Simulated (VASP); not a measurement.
# B2O in VASP: single point with PBE

Aim: the single point of B2O with PBE.

All numbers are computed with VASP 6.6.1; they aren't measurements. Logs are shortened: lines on timing, memory, paths and dates and some standing lists are left out, and cuts for length are marked.

### Step 1. The cell of the first run

The typed cell holds 6 atoms: a = 2.865 Å, b = 2.865 Å, c = 7.018 Å, α = 90.00°, β = 90.00°, γ = 120.00°.

### Step 2. Single point, PBE

File POSCAR:

```
B2O
1.0
    2.8650920000      0.0000000000      0.0000000000
   -1.4325460000      2.4812460000      0.0000000000
    0.0000000000      0.0000000000      7.0179340000
B O
4 2
Direct
    0.0000000000      0.0000000000      0.3800000000
    0.0000000000      0.0000000000      0.6200000000
    0.6667000000      0.3333000000      0.0230000000
    0.3333000000      0.6667000000      0.9770000000
    0.6667000000      0.3333000000      0.3060000000
    0.3333000000      0.6667000000      0.6940000000
```

File INCAR.step1:

```
PREC = Accurate
ENCUT = 520
EDIFF = 1E-7
ISMEAR = 0
SIGMA = 0.0236
LREAL = F
LASPH = T
NELM = 80
ALGO = Normal
ISIF = 2
LWAVE = F
LCHARG = T
GGA = PE
NBANDS = 21
```

File KPOINTS.step1:

```
Automatic mesh
0
Gamma
  10 10 4
```

File INCAR.step2:

```
PREC = Accurate
ENCUT = 520
EDIFF = 1E-7
ISMEAR = -5
SIGMA = 0.0236
LREAL = F
LASPH = T
NELM = 80
ALGO = Normal
ISIF = 2
LWAVE = F
LCHARG = F
GGA = PE
LORBIT = 10
NEDOS = 1001
ICHARG = 11
```

File KPOINTS.step2:

```
Automatic mesh
0
Gamma
  15 15 6
```

Potentials or basis: VASP PAW PBE potentials, release 64 (B, O).

Started as:

```sh
$ cat potpaw_PBE.64/B/POTCAR potpaw_PBE.64/O/POTCAR > POTCAR
$ cp INCAR.step1 INCAR
$ cp KPOINTS.step1 KPOINTS
$ mpirun -np 1 vasp_std > vasp.out
$ cp INCAR.step2 INCAR
$ cp KPOINTS.step2 KPOINTS
$ mpirun -np 1 vasp_std > vasp.out
```

OUTCAR:

```text
PREC = Accurate
   ENCUT = 520
   EDIFF = 1E-7
   ISMEAR = -5
   LREAL = F
   LASPH = T
   NELM = 80
   ISIF = 2
   GGA = PE
   LORBIT = 10
   ICHARG = 11

 ion  position               nearest neighbor table
   1  0.000  0.000  0.380-   2 1.68   5 1.73   5 1.73   5 1.73
   2  0.000  0.000  0.620-   1 1.68   6 1.73   6 1.73   6 1.73
   3  0.667  0.333  0.023-   4 1.69   4 1.69   4 1.69   5 1.99
   4  0.333  0.667  0.977-   3 1.69   3 1.69   3 1.69   6 1.99
   5  0.667  0.333  0.306-   1 1.73   1 1.73   1 1.73   3 1.99
   6  0.333  0.667  0.694-   2 1.73   2 1.73   2 1.73   4 1.99

  LATTYP: Found a hexagonal cell.
 ALAT       =     2.8650920000
 C/A-ratio  =     2.4494620068

  Lattice vectors:

 A1 = (   2.8650920000,   0.0000000000,   0.0000000000)
 A2 = (  -1.4325460000,   2.4812460000,   0.0000000000)
 A3 = (   0.0000000000,   0.0000000000,   7.0179340000)

Analysis of symmetry for initial positions (statically):
=====================================================================
 Subroutine PRICEL returns:
 Original cell was already a primitive cell.

 Routine SETGRP: Setting up the symmetry group for a
 hexagonal supercell.

 Subroutine GETGRP returns: Found  4 space group operations
 (whereof  4 operations were pure point group operations)
 out of a pool of 24 trial point group operations.

The static configuration has the point symmetry C_2h.

Analysis of symmetry for dynamics (positions and initial velocities):
=====================================================================
 Subroutine PRICEL returns:
 Original cell was already a primitive cell.

 Routine SETGRP: Setting up the symmetry group for a
 hexagonal supercell.

 Subroutine GETGRP returns: Found  4 space group operations
 (whereof  4 operations were pure point group operations)
 out of a pool of 24 trial point group operations.

The dynamic configuration has the point symmetry C_2h.

 Subroutine INISYM returns: Found  4 space group operations
 (whereof  4 operations are pure point group operations),
 and found     1 'primitive' translations

----------------------------------------------------------------------------------------

                                     Primitive cell

  volume of cell :      49.8905

  direct lattice vectors                    reciprocal lattice vectors
     2.865092000  0.000000000  0.000000000     0.349028932  0.201511660  0.000000000
    -1.432546000  2.481246000  0.000000000     0.000000000  0.403023320  0.000000000
     0.000000000  0.000000000  7.017934000     0.000000000  0.000000000  0.142492078

  length of vectors
     2.865092000  2.865095069  7.017934000     0.403023751  0.403023320  0.142492078

  position of ions in fractional coordinates (direct lattice)
     0.000000000  0.000000000  0.380000000
     0.000000000  0.000000000  0.620000000
     0.666700000  0.333300000  0.023000000
     0.333300000  0.666700000  0.977000000
     0.666700000  0.333300000  0.306000000
     0.333300000  0.666700000  0.694000000

  ion indices of the primitive-cell ions
   primitive index   ion index
                 1           1
                 2           2
                 3           3
                 4           4
                 5           5
                 6           6

----------------------------------------------------------------------------------------

 KPOINTS: Automatic mesh

Automatic generation of k-mesh.
 Grid dimensions read from file:
 generate k-points for:   15   15    6

 Generating k-lattice:

  Cartesian coordinates                     Fractional coordinates (reciprocal lattice)
     0.023268595  0.013434111  0.000000000     0.066666667  0.000000000  0.000000000
     0.000000000  0.026868221  0.000000000     0.000000000  0.066666667  0.000000000
     0.000000000  0.000000000  0.023748680     0.000000000  0.000000000  0.166666667

  Length of vectors
     0.026868250  0.026868221  0.023748680

  Shift w.r.t. Gamma in fractional coordinates (k-lattice)
     0.000000000  0.000000000  0.000000000

 TETIRR: Found   2025 inequivalent tetrahedra from     8100

 Subroutine IBZKPT returns following result:
 ===========================================

 Found    368 irreducible k-points:

 Following reciprocal coordinates:
            Coordinates               Weight
  0.000000  0.000000  0.000000      1.000000
  0.066667  0.000000  0.000000      4.000000
 -0.066667  0.066667  0.000000      2.000000
  0.133333  0.000000  0.000000      4.000000
 -0.133333  0.133333  0.000000      2.000000
  0.200000  0.000000  0.000000      4.000000
[... 16 lines left out ...]
 -0.266667  0.200000  0.000000      4.000000
  0.266667  0.066667  0.000000      4.000000
 [... further k-points ...]
   k-points           NKPTS =    368   k-points in BZ     NKDIM =    368   number of bands    NBANDS=     16
   number of dos      NEDOS =   1001   number of ions     NIONS =      6
   total plane-waves  NPLWV =  31104
   dimension x,y,z NGX =    24 NGY =   24 NGZ =   54
   dimension x,y,z NGXF=    48 NGYF=   48 NGZF=  108
   ions per type =               4   2
   NGX,Y,Z   is equivalent  to a cutoff of  13.93, 13.93, 12.79 a.u.
   NGXF,Y,Z  is equivalent  to a cutoff of  27.85, 27.85, 25.58 a.u.
 SYSTEM =  unknown system
   PREC   = accura    normal or accurate (medium, high low for compatibility)
   ISTART =      0    job   : 0-new  1-cont  2-samecut
   ICHARG =     11    charge: 1-file 2-atom 10-const
   ISPIN  =      1    spin polarized calculation?
   LNONCOLLINEAR =      F non collinear calculations
   LSORBIT =      F    spin-orbit coupling
   LASPH  =      T    aspherical Exc in radial PAW
   ENCUT  =  520.0 eV  38.22 Ry    6.18 a.u.   5.33  5.33 13.05*2*pi/ulx,y,z
   NELM   =     80;   NELMIN=  2; NELMDL=  0     # of ELM steps
   EDIFF  = 0.1E-06   stopping-criterion for ELM
   LREAL  =      F    real-space projection
   EDIFFG = 0.1E-05   stopping-criterion for IOM
   NSW    =      0    number of steps for IOM
   IBRION =     -1    ionic relax: 0-MD 1-quasi-New 2-CG
   NFREE  =      0    steps in history (QN), initial steepest desc. (CG)
   ISIF   =      2    stress and relaxation
   ISYM   =      2    0-nonsym 1-usesym 2-fastsym
   POTIM  = 0.5000    time-step for ionic-motion
   TEBEG  =    0.0;   TEEND  =   0.0 temperature during run
   PSTRESS=    0.0 pullay stress
   NELECT =      24.0000    total number of electrons
   NUPDOWN=      -1.0000    fix difference up-down
   EMIN   =  10.00;   EMAX   =-10.00  energy-range for DOS
   EFERMI =   0.00;   METHOD = LEGACY
   ISMEAR =    -5;   SIGMA  =   0.02  broadening in eV -4-tet -1-fermi 0-gaus
   EFERMI_NEDOS =   21; number of points for ismear=-14 and -15
   IALGO  =     38    algorithm
   IMIX   =      4    mixing-type and parameters
     AMIX     =   0.40;   BMIX     =  1.00
     AMIX_MAG =   1.60;   BMIX_MAG =  1.00
  volume/ion in A,a.u.               =       8.32        56.11
  Fermi-wavevector in a.u.,A,eV,Ry     =   1.282742  2.424031 22.387398  1.645427
  Thomas-Fermi vector in A             =   2.415036
   LORBIT       =     10    0 simple, 1 ext, 2 COOP (PROOUT), +10 PAW based schemes
   GGA     = PE    functional components
   LHFCALC =     F    Hartree Fock is set to
   AEXX    =    0.0000 exact exchange contribution
   IVDW    =     0    specifies the selected vdW correction
   LEPSILON=     F    determine dielectric tensor
   LRPA    =     F    only Hartree local field effects (RPA)
 non-spin polarized calculation
 Fermi weights with tetrahedron method with Bloechl corrections
  energy-cutoff  :      520.00
  volume of cell :       49.89
 maximum number of plane-waves:      1382
 NGX is ok and might be reduce to    24

 number of electron      24.0000000 magnetization

 Free energy of the ion-electron system (eV)
  ---------------------------------------------------
  ext. energy  EPLUGINS =         0.00000000
  ---------------------------------------------------
  free energy    TOTEN  =       -37.72305630 eV

  energy without entropy =      -37.72305630  energy(sigma->0) =      -37.72305630

 E-fermi :   6.3110     XC(G=0): -11.1279

 val. band max:        6.3053860726   @ k =   0.4667   0.0667   0.5000
 cond. band min:       6.2764460449   @ k =   0.2667  -0.2000   0.3333
 fundamental gap:     -0.0289400277
 Fermi energy:         6.3109817179

 k-point     1 :       0.0000    0.0000    0.0000
  band No.  band energies     occupation
      1     -17.3824      2.00000
      2     -16.8539      2.00000
      3      -6.3309      2.00000
      4      -3.4377      2.00000
      5      -1.9353      2.00000
      6      -0.7845      2.00000
[... 8 lines left out ...]
     15       8.0248      0.00000
     16       8.8132      0.00000

 k-point     2 :       0.0667    0.0000    0.0000
  band No.  band energies     occupation
      1     -17.3370      2.00000
      2     -16.8157      2.00000
      3      -6.2538      2.00000
      4      -3.4475      2.00000
      5      -1.9077      2.00000
      6      -1.0336      2.00000
[... 8 lines left out ...]
     15       7.8325      0.00000
     16       8.8174      0.00000

 k-point     3 :      -0.0667    0.0667    0.0000
  band No.  band energies     occupation
      1     -17.3370      2.00000
      2     -16.8157      2.00000
      3      -6.2538      2.00000
      4      -3.4475      2.00000
      5      -1.9077      2.00000
      6      -1.0348      2.00000
[... 8 lines left out ...]
     15       7.8330      0.00000
     16       8.8237      0.00000
[... 362 lines left out ...]
 k-point    23 :      -0.2667    0.2000    0.0000
  band No.  band energies     occupation
      1     -16.8468      2.00000
      2     -16.4182      2.00000
      3      -5.3922      2.00000
      4      -4.1692      2.00000
      5      -3.2123      2.00000
      6      -1.6854      2.00000
[... 8 lines left out ...]
     15       8.5485      0.00000
     16       9.2499      0.00000

 k-point    24 :       0.2667    0.0667    0.0000
  band No.  band energies     occupation
      1     -16.5796      2.00000
      2     -16.2163      2.00000
      3      -5.1746      2.00000
      4      -4.4542      2.00000
      5      -3.9929      2.00000
      6      -2.0158      2.00000
[... 8 lines left out ...]
     15       8.7526      0.00000
     16       9.7295      0.00000

 [... further k-points ...]
[... 5 lines left out ...]
  --------------------------------------------------------------------------------------
  -------------------------------------------------------------------------------------
  Total       -8.3405804     -8.3337345      0.5697864      0.0059493      0.0009612     -0.0016648
  in kB     -267.8484747   -267.6286292     18.2980575      0.1910542      0.0308683     -0.0534636
  external PRESSURE =    -172.3930155 kB  Pullay stress =       0.0000000 kB

 VOLUME and BASIS-vectors are now :
 -----------------------------------------------------------------------------
  energy-cutoff  :      520.00
  volume of cell :       49.89
      direct lattice vectors                 reciprocal lattice vectors
     2.865092000  0.000000000  0.000000000     0.349028932  0.201511660  0.000000000
    -1.432546000  2.481246000  0.000000000     0.000000000  0.403023320  0.000000000
     0.000000000  0.000000000  7.017934000     0.000000000  0.000000000  0.142492078

 POSITION                                       TOTAL-FORCE (eV/Angst)
 -----------------------------------------------------------------------------------
      0.00000      0.00000      2.66681        -0.000227      0.000131     -0.032437
      0.00000      0.00000      4.35112         0.000227     -0.000131      0.032437
      1.43269      0.82700      0.16141        -0.004847      0.002799     -0.037093
     -0.00014      1.65425      6.85652         0.004847     -0.002799      0.037093
      1.43269      0.82700      2.14749        -0.000099      0.000057     -0.180939
     -0.00014      1.65425      4.87045         0.000099     -0.000057      0.180939
 -----------------------------------------------------------------------------------
    total drift:                                0.000000      0.000000     -0.000000

  FREE ENERGIE OF THE ION-ELECTRON SYSTEM (eV)
  ---------------------------------------------------
  free  energy   TOTEN  =       -37.7230562962 eV

  energy  without entropy=      -37.7230562962  energy(sigma->0) =      -37.72305630

 total charge

# of ion       s       p       d       tot
------------------------------------------
    1        0.647   0.983   0.000   1.630
    2        0.647   0.983   0.000   1.630
    3        0.752   1.179   0.000   1.931
    4        0.752   1.179   0.000   1.931
    5        1.576   3.382   0.000   4.958
    6        1.576   3.382   0.000   4.958
--------------------------------------------------
tot          5.950  11.089   0.000  17.039
```

Run time: 4.1 min. Hardware: 1 thread of Intel Xeon Platinum 8375C at 2.90GHz (Ice Lake), shared host; peak memory 0.35 GiB.

What came out:

* Valence electrons inside the program's atomic spheres: B 1.63, 1.93 (each value once); O 4.96

Caveat: tetrahedron occupations give inexact forces and stress in metals.
